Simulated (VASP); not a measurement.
# HfC in VASP: a series of runs, part 2 of 2

VASP 6.6.1. The steps go on from the part before.

### Step 3. Electric field gradients, PBEsol (equal xy, yz and zx shear strains of +2 %)

Input file INCAR:

```
ALGO = Normal
EDIFF = 1E-8
ENCUT = 520
GGA = PS
ISIF = 2
ISMEAR = -1
LASPH = True
LCHARG = False
LEFG = True
LREAL = False
LWAVE = False
NBANDS = 14
NELM = 100
PREC = Accurate
SIGMA = 0.05
```

Input file KPOINTS:

```
k-points
0
Gamma
  15 15 15
```

Input file POSCAR:

```
HfC
1.0
    0.0465000000      2.3482500000      2.3482500000
    2.3482500000      0.0465000000      2.3482500000
    2.3482500000      2.3482500000      0.0465000000
Hf C
1 1
Direct
    0.5000000000      0.5000000000      0.5000000000
    0.0000000000      0.0000000000      0.0000000000
```

Potentials or basis: VASP PAW PBE potentials, release 64 (Hf_pv, C).

Launch:

```console
$ cat potpaw_PBE.64/Hf_pv/POTCAR potpaw_PBE.64/C/POTCAR > POTCAR
$ mpirun -np 1 vasp_std > vasp.out
```

OUTCAR:

```text
EDIFF = 1E-8
   ENCUT = 520
   GGA = PS
   ISIF = 2
   ISMEAR = -1
   LASPH = True
   LREAL = False
   NELM = 100
   PREC = Accurate

 ion  position               nearest neighbor table
   1  0.500  0.500  0.500-   2 2.33   2 2.33   2 2.33   2 2.33   2 2.33   2 2.33
   2  0.000  0.000  0.000-   1 2.33   1 2.33   1 2.33   1 2.33   1 2.33   1 2.33

  LATTYP: Found a trigonal (rhomboedric) cell.
 ALAT       =     3.3212525310
 COS(alpha) =     0.5197000882

  Lattice vectors:

 A1 = (   0.0465000000,   2.3482500000,   2.3482500000)
 A2 = (   2.3482500000,   0.0465000000,   2.3482500000)
 A3 = (   2.3482500000,   2.3482500000,   0.0465000000)

Analysis of symmetry for initial positions (statically):
=====================================================================
 Subroutine PRICEL returns:
 Original cell was already a primitive cell.

 Routine SETGRP: Setting up the symmetry group for a
 trigonal (rhombohedral) supercell.

 Subroutine GETGRP returns: Found 12 space group operations
 (whereof 12 operations were pure point group operations)
 out of a pool of 12 trial point group operations.

The static configuration has the point symmetry D_3d.

Analysis of symmetry for dynamics (positions and initial velocities):
=====================================================================
 Subroutine PRICEL returns:
 Original cell was already a primitive cell.

 Routine SETGRP: Setting up the symmetry group for a
 trigonal (rhombohedral) supercell.

 Subroutine GETGRP returns: Found 12 space group operations
 (whereof 12 operations were pure point group operations)
 out of a pool of 12 trial point group operations.

The dynamic configuration has the point symmetry D_3d.

 Subroutine INISYM returns: Found 12 space group operations
 (whereof 12 operations are pure point group operations),
 and found     1 'primitive' translations

----------------------------------------------------------------------------------------

                                     Primitive cell

  volume of cell :      25.1287

  direct lattice vectors                    reciprocal lattice vectors
     0.046500000  2.348250000  2.348250000    -0.219355691  0.215096357  0.215096357
     2.348250000  0.046500000  2.348250000     0.215096357 -0.219355691  0.215096357
     2.348250000  2.348250000  0.046500000     0.215096357  0.215096357 -0.219355691

  length of vectors
     3.321252531  3.321252531  3.321252531     0.375033071  0.375033071  0.375033071

  position of ions in fractional coordinates (direct lattice)
     0.500000000  0.500000000  0.500000000
     0.000000000  0.000000000  0.000000000

  ion indices of the primitive-cell ions
   primitive index   ion index
                 1           1
                 2           2

----------------------------------------------------------------------------------------

 KPOINTS: k-points

Automatic generation of k-mesh.
 Grid dimensions read from file:
 generate k-points for:   15   15   15

 Generating k-lattice:

[... 80 lines left out ...]
     AMIX     =   0.40;   BMIX     =  1.00
     AMIX_MAG =   1.60;   BMIX_MAG =  1.00
  volume/ion in A,a.u.               =      12.56        84.79
  Fermi-wavevector in a.u.,A,eV,Ry     =   1.347083  2.545618 24.689577  1.814633
  Thomas-Fermi vector in A             =   2.474863
   LORBIT       =      0    0 simple, 1 ext, 2 COOP (PROOUT), +10 PAW based schemes
   GGA     = PS    functional components
   LHFCALC =     F    Hartree Fock is set to
   AEXX    =    0.0000 exact exchange contribution
   IVDW    =     0    specifies the selected vdW correction
   LEPSILON=     F    determine dielectric tensor
   LRPA    =     F    only Hartree local field effects (RPA)
 non-spin polarized calculation
  energy-cutoff  :      520.00
  volume of cell :       25.13
 maximum number of plane-waves:       690
 NGX is ok and might be reduce to    28
   NGX = 13   NGY = 13   NGZ = 13

 number of electron      14.0000000 magnetization

 Free energy of the ion-electron system (eV)
  ---------------------------------------------------
  ext. energy  EPLUGINS =         0.00000000
  ---------------------------------------------------
  free energy    TOTEN  =       -22.16479945 eV

  energy without entropy =      -22.16216408  energy(sigma->0) =      -22.16348176

 E-fermi :   5.7890     XC(G=0): -12.4225

 val. band max:        5.7680218626   @ k =   0.0667   0.0667   0.0667
 cond. band min:       5.8152755642   @ k =   0.4667   0.4667   0.0000
 fundamental gap:      0.0472537016
 Fermi energy:         5.7890144516

 k-point     1 :       0.0000    0.0000    0.0000
  band No.  band energies     occupation
      1     -23.7080      2.00000
      2     -23.6825      2.00000
      3     -23.6825      2.00000
      4      -6.4821      2.00000
      5       6.6980      0.00000
      6       6.8610      0.00000
      7       6.9077      0.00000
      8       6.9077      0.00000
      9       7.2864      0.00000
     10       7.2864      0.00000
     11       9.1879      0.00000
     12       9.1879      0.00000
     13      12.6609      0.00000
     14      16.7655      0.00000
[... 377 lines left out ...]
      1     -23.8838      2.00000
      2     -23.7599      2.00000
      3     -23.7350      2.00000
      4      -5.5721      2.00000
      5       3.3478      2.00000
      6       5.1352      2.00000
      7       5.3137      1.99985
      8       6.5512      0.00000
      9       9.1830      0.00000
     10       9.6555      0.00000
     11      10.3308      0.00000
     12      12.0682      0.00000
     13      15.2919      0.00000
     14      19.2527      0.00000

 [... further k-points ...]

------------------------ aborting loop because EDIFF is reached ----------------------------------------

  FORCE on cell =-STRESS in cart. coord.  units (eV):
  Direction    XX          YY          ZZ          XY          YZ          ZX
  --------------------------------------------------------------------------------------
  -------------------------------------------------------------------------------------
  Total       -1.0855890     -1.0855890     -1.0855890     -0.5394196     -0.5394196     -0.5394196
  in kB      -69.2160122    -69.2160122    -69.2160122    -34.3928262    -34.3928262    -34.3928262
  external PRESSURE =     -69.2160122 kB  Pullay stress =       0.0000000 kB

 VOLUME and BASIS-vectors are now :
 -----------------------------------------------------------------------------
  energy-cutoff  :      520.00
  volume of cell :       25.13
      direct lattice vectors                 reciprocal lattice vectors
     0.046500000  2.348250000  2.348250000    -0.219355691  0.215096357  0.215096357
     2.348250000  0.046500000  2.348250000     0.215096357 -0.219355691  0.215096357
     2.348250000  2.348250000  0.046500000     0.215096357  0.215096357 -0.219355691

 POSITION                                       TOTAL-FORCE (eV/Angst)
 -----------------------------------------------------------------------------------
      2.37150      2.37150      2.37150         0.000000      0.000000     -0.000000
      0.00000      0.00000      0.00000        -0.000000     -0.000000      0.000000
 -----------------------------------------------------------------------------------
    total drift:                                0.000000      0.000000      0.000000

  FREE ENERGIE OF THE ION-ELECTRON SYSTEM (eV)
  ---------------------------------------------------
  free  energy   TOTEN  =       -22.1647994520 eV

  energy  without entropy=      -22.1621640751  energy(sigma->0) =      -22.16348176

 Electric field gradients (V/A^2)
---------------------------------------------------------------------
 ion       V_xx      V_yy      V_zz      V_xy      V_xz      V_yz
---------------------------------------------------------------------
   1      -0.000    -0.000     0.000    -1.595    -1.595    -1.595
   2       0.000    -0.000     0.000    -0.324    -0.324    -0.324
---------------------------------------------------------------------

 Electric field gradients after diagonalization (V/A^2)
 (convention: |V_zz| > |V_xx| > |V_yy|)
----------------------------------------------------------------------
 ion       V_xx      V_yy      V_zz     asymmetry (V_yy - V_xx)/ V_zz
----------------------------------------------------------------------
   1       1.595     1.595    -3.190       0.000
   2       0.324     0.324    -0.648       0.000
----------------------------------------------------------------------

           NMR quadrupolar parameters

 Cq : quadrupolar parameter    Cq=e*Q*V_zz/h
 eta: asymmetry parameters     (V_yy - V_xx)/ V_zz
 Q  : nuclear electric quadrupole moment in mb (millibarn)
----------------------------------------------------------------------
 ion       Cq(MHz)       eta       Q (mb)
----------------------------------------------------------------------
   1      -0.008       0.000       1.000
   2      -0.002       0.000       1.000
----------------------------------------------------------------------
```

OSZICAR:

```text
N       E                     dE             d eps       ncg     rms          rms(c)
DAV:   1     0.227783436620E+02    0.22778E+02   -0.77305E+03  9656   0.983E+02
DAV:   2    -0.235004105903E+02   -0.46279E+02   -0.43294E+02 12382   0.202E+02
DAV:   3    -0.250620078867E+02   -0.15616E+01   -0.15561E+01 11726   0.267E+01
DAV:   4    -0.250690104741E+02   -0.70026E-02   -0.70021E-02 11328   0.221E+00
DAV:   5    -0.250690536952E+02   -0.43221E-04   -0.43221E-04 11738   0.157E-01    0.579E+01
DAV:   6    -0.222516354302E+02    0.28174E+01   -0.10735E+01 10754   0.172E+01    0.411E+01
DAV:   7    -0.221849293984E+02    0.66706E-01   -0.53151E-01 12236   0.502E+00    0.238E+01
DAV:   8    -0.221706368032E+02    0.14293E-01   -0.69935E-02 11864   0.204E+00    0.545E+00
DAV:   9    -0.221651405607E+02    0.54962E-02   -0.19620E-02 10850   0.826E-01    0.211E+00
DAV:  10    -0.221648079539E+02    0.33261E-03   -0.14394E-03 12544   0.277E-01    0.104E-01
DAV:  11    -0.221647999453E+02    0.80086E-05   -0.84362E-05 10874   0.784E-02    0.334E-02
DAV:  12    -0.221647996232E+02    0.32217E-06   -0.28086E-06 12690   0.134E-02    0.109E-02
DAV:  13    -0.221647994761E+02    0.14702E-06   -0.22368E-07 10730   0.304E-03    0.179E-03
DAV:  14    -0.221647994382E+02    0.37897E-07   -0.27924E-08 12620   0.126E-03    0.749E-04
DAV:  15    -0.221647994488E+02   -0.10550E-07   -0.29935E-09  7324   0.465E-04    0.145E-04
DAV:  16    -0.221647994520E+02   -0.32244E-08   -0.33085E-10  6214   0.158E-04
   1 F= -.22164799E+02 E0= -.22163482E+02  d E =-.263538E-02
```

stdout:

```text
POSCAR found type information on POSCAR HfC
 POSCAR found :  2 types and       2 ions
 scaLAPACK will be used
 -----------------------------------------------------------------------------
|                                                                             |
|                                                                             |
|     You enforced a specific xc type in the INCAR file but a different       |
|     I HOPE YOU KNOW WHAT YOU ARE DOING!                                     |
|                                                                             |
 -----------------------------------------------------------------------------

 LDA part: xc-table for (Slater+PW92), standard interpolation
 POSCAR, INCAR and KPOINTS ok, starting setup
 FFT: planning ... GRIDC
 FFT: planning ... GRID_SOFT
 FFT: planning ... GRID
 WAVECAR not read
 entering main loop
ion   1

ion   2
```

It took 4.7 min on 1 thread of Intel Xeon 8259CL, shared host; peak memory 0.26 GiB.

What came out:

```yaml
Free_energy: -22.1648 eV
Pressure: -6.9 GPa
Band_gap_on_the_k_mesh: zero (bands 7 and 8 overlap by 1.42 eV)
Largest_electric_field_gradient_by_atom: Hf -3.2; C -0.6 V/Å²
```

Levels at points of the mesh, in eV from the Fermi level:
| k point | band 5 | band 6 | band 7 | band 8 | band 9 | band 10 |
| --- | --- | --- | --- | --- | --- | --- |
| (0.00, 0.00, 0.00) | 0.91 | 1.07 | 1.12 | 1.12 | 1.50 | 1.50 |

Electric field gradients, principal values (V/Å²):
```csv
atom,least,middle,greatest (by size)
1 Hf,1.595,1.595,-3.190
2 C,0.324,0.324,-0.648
```

Caveat: the cell differs from its parent crystal (equal xy, yz and zx shear strains of +2 %); the cell stands under tension; without QUAD_EFG the Cq values of the log hold for a quadrupole moment of 1 mb, not for the nuclei; the PAW data sets were made with another functional, which shifts forces and pressure a little; spin-orbit coupling is left out, which moves the levels of the heavy elements.

### Step 4. Electric field gradients, PBEsol (equal xy, yz and zx shear strains of -2 %)

Changes to INCAR since step 3:

```diff
@@ -12,3 +12,3 @@
 NBANDS = 14
-NELM = 100
+NELM = 80
 PREC = Accurate
```

KPOINTS is that of step 3.

Input file POSCAR:

```
HfC
1.0
   -0.0465000000      2.3017500000      2.3017500000
    2.3017500000     -0.0465000000      2.3017500000
    2.3017500000      2.3017500000     -0.0465000000
Hf C
1 1
Direct
    0.5000000000      0.5000000000      0.5000000000
    0.0000000000      0.0000000000      0.0000000000
```

Potentials or basis: VASP PAW PBE potentials, release 64 (Hf_pv, C).

Launch:

```console
$ cat potpaw_PBE.64/Hf_pv/POTCAR potpaw_PBE.64/C/POTCAR > POTCAR
$ mpirun -np 1 vasp_std > vasp.out
```

OUTCAR:

```text
EDIFF = 1E-8
   ENCUT = 520
   GGA = PS
   ISIF = 2
   ISMEAR = -1
   LASPH = True
   LREAL = False
   NELM = 80
   PREC = Accurate

 ion  position               nearest neighbor table
   1  0.500  0.500  0.500-   2 2.33   2 2.33   2 2.33   2 2.33   2 2.33   2 2.33
   2  0.000  0.000  0.000-   1 2.33   1 2.33   1 2.33   1 2.33   1 2.33   1 2.33

  LATTYP: Found a trigonal (rhomboedric) cell.
 ALAT       =     3.2554981762
 COS(alpha) =     0.4797000918

  Lattice vectors:

 A1 = (  -0.0465000000,   2.3017500000,   2.3017500000)
 A2 = (   2.3017500000,  -0.0465000000,   2.3017500000)
 A3 = (   2.3017500000,   2.3017500000,  -0.0465000000)

Analysis of symmetry for initial positions (statically):
=====================================================================
 Subroutine PRICEL returns:
 Original cell was already a primitive cell.

 Routine SETGRP: Setting up the symmetry group for a
 trigonal (rhombohedral) supercell.

 Subroutine GETGRP returns: Found 12 space group operations
 (whereof 12 operations were pure point group operations)
[... 596 lines left out ...]
     2.301750000 -0.046500000  2.301750000     0.215097217 -0.210751819  0.215097217
     2.301750000  2.301750000 -0.046500000     0.215097217  0.215097217 -0.210751819

 POSITION                                       TOTAL-FORCE (eV/Angst)
 -----------------------------------------------------------------------------------
      2.27850      2.27850      2.27850        -0.000000     -0.000000      0.000000
      0.00000      0.00000      0.00000         0.000000      0.000000     -0.000000
 -----------------------------------------------------------------------------------
    total drift:                                0.000000     -0.000000      0.000000

  FREE ENERGIE OF THE ION-ELECTRON SYSTEM (eV)
  ---------------------------------------------------
  free  energy   TOTEN  =       -22.1653194561 eV

  energy  without entropy=      -22.1627876226  energy(sigma->0) =      -22.16405354

 Electric field gradients (V/A^2)
---------------------------------------------------------------------
 ion       V_xx      V_yy      V_zz      V_xy      V_xz      V_yz
---------------------------------------------------------------------
   1      -0.000     0.000     0.000     2.475     2.475     2.475
   2      -0.000    -0.000    -0.000     0.447     0.447     0.447
---------------------------------------------------------------------

 Electric field gradients after diagonalization (V/A^2)
 (convention: |V_zz| > |V_xx| > |V_yy|)
----------------------------------------------------------------------
 ion       V_xx      V_yy      V_zz     asymmetry (V_yy - V_xx)/ V_zz
----------------------------------------------------------------------
   1      -2.475    -2.475     4.951       0.000
   2      -0.447    -0.447     0.895       0.000
----------------------------------------------------------------------

           NMR quadrupolar parameters

 Cq : quadrupolar parameter    Cq=e*Q*V_zz/h
 eta: asymmetry parameters     (V_yy - V_xx)/ V_zz
 Q  : nuclear electric quadrupole moment in mb (millibarn)
----------------------------------------------------------------------
 ion       Cq(MHz)       eta       Q (mb)
----------------------------------------------------------------------
   1       0.012       0.000       1.000
   2       0.002       0.000       1.000
----------------------------------------------------------------------
```

Wall time 2 min (1 thread of Intel Xeon 8259CL, shared host); peak memory 0.25 GiB.

Results:

```
Free energy                             : -22.1653 eV
Pressure                                : -6.9 GPa
Band gap on the k mesh                  : zero (bands 7 and 8 overlap by 1.46 eV)
Largest electric field gradient by atom : Hf +5.0; C +0.9 V/Å²
```

Levels at points of the mesh, in eV from the Fermi level:
| k point | band 5 | band 6 | band 7 | band 8 | band 9 | band 10 |
| --- | --- | --- | --- | --- | --- | --- |
| (0.00, 0.00, 0.00) | 0.98 | 0.98 | 1.18 | 1.21 | 1.21 | 1.65 |

Electric field gradients, principal values (V/Å²):
| atom | least | middle | greatest (by size) |
| --- | --- | --- | --- |
| 1 Hf | -2.475 | -2.475 | 4.951 |
| 2 C | -0.447 | -0.447 | 0.895 |

Caveat: the cell differs from its parent crystal (equal xy, yz and zx shear strains of -2 %); the cell stands under tension; without QUAD_EFG the Cq values of the log hold for a quadrupole moment of 1 mb, not for the nuclei; the PAW data sets were made with another functional, which shifts forces and pressure a little; spin-orbit coupling is left out, which moves the levels of the heavy elements.

### Step 5. The runs side by side

```csv
cell,gap on the mesh (eV),pressure (GPa)
"a = 3.266 Å, angles 60.0°, 2 atoms",none,-2.2
"a = 3.321 Å, angles 58.7°, 2 atoms",none,-6.9
"a = 3.255 Å, angles 61.3°, 2 atoms",none,-6.9
```

Alike in all rows: task electric field gradients; level PBEsol; potentials or basis VASP PAW PBE potentials, release 64 (Hf_pv, C); no spin polarisation; k mesh 15 × 15 × 15; cutoff (eV) 520; smearing fermi-dirac 0.05 eV.

Caveats: the PAW data sets were made with another functional, which shifts forces and pressure a little; spin-orbit coupling is left out, which moves the levels of the heavy elements; the cell stands under tension (at least some runs).

Total energies depend on the potentials used, so only differences within one code and one set of settings carry meaning.
